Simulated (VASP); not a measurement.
Rh: single point with r2SCAN

The system is Rh.

```
Rh
1.0
    -1.52920    1.52920    1.52920
     1.52920   -1.52920    1.52920
     1.52920    1.52920   -1.52920
Rh
1
Direct
  0.00000 0.00000 0.00000
```

```yaml
Program: VASP 6.6.1
Task: single point
Functional: r2SCAN
Potentials_or_basis: VASP PAW PBE potentials, release 64 (Rh_pv)
Cutoff: 520 eV
k_mesh: 24 × 24 × 24
Occupations: fermi-dirac, width 0.05 eV
Spin: collinear spin, ferromagnetic start
Starting_moments: "[0.936] μB"
```

```yaml
Pressure: 0.7 GPa
Net_moment: 0.87 μB per cell
Site_moments: Rh +0.88 μB
Valence_electrons_inside_the_program's_atomic_spheres: Rh 13.76
```

Levels at points of the mesh, in eV from the Fermi level:
Spin up:
```tsv
k point	band 4	band 5	band 6	band 7	band 8	band 9	band 10	band 11	band 12	band 13
(0.00, 0.00, 0.00)	-7.92	-3.43	-3.43	-3.43	-1.33	-1.33	17.09	19.08	19.08	19.08
(0.50, 0.00, 0.00)	-6.30	-4.91	-1.28	-1.00	1.00	1.32	9.10	15.03	17.09	18.85
(0.50, 0.50, 0.50)	-6.48	-6.48	0.50	0.50	0.50	9.67	9.67	9.67	17.08	19.18
```
Spin down:
```tsv
k point	band 3	band 4	band 5	band 6	band 7	band 8	band 9	band 10	band 11	band 12
(0.00, 0.00, 0.00)	-47.13	-7.96	-2.81	-2.81	-2.81	-0.03	-0.03	18.42	19.16	19.16
(0.50, 0.00, 0.00)	-47.13	-5.81	-4.37	-0.17	0.35	1.24	1.76	9.65	15.12	18.42
(0.50, 0.50, 0.50)	-47.64	-5.65	-5.65	1.25	1.25	1.25	9.74	9.74	9.74	18.42
```

It took 10 min on 1 thread of Oxide Virtual Turin-like Processor, with other jobs on the host, peak memory 0.22 GiB.

Caveat: the PAW data sets were made with another functional, which shifts forces and pressure a little.
